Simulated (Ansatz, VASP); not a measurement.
# Cs: VASP beside Ansatz

```
Cs
1.0
     0.00000    5.84800    5.84800
     5.84800    0.00000    5.84800
     5.84800    5.84800    0.00000
Cs
2
Direct
  0.12500 0.12500 0.12500
  0.87500 0.87500 0.87500
```

Alike in both runs: task single point; functional PBE; k mesh 6 × 6 × 6; occupations fermi-dirac, width 0.1 eV; no spin polarisation.

|  | VASP | Ansatz |
| --- | --- | --- |
| version | VASP 6.6.1 | Ansatz 0.2.0 |
| potentials or method | VASP PAW PBE potentials, release 64 (Cs_sv), cutoff 500 eV | plane waves (420 eV) with PAW, scalar-relativistic |
| valence electrons in the cell | 18 | 18 |

```csv
,VASP,Ansatz,Ansatz less VASP
pressure (GPa),0.0,0.0,0.00
```

The functional is the same, so the differences come from potentials, cutoffs and numerics.

Neither program's run includes spin-orbit coupling.
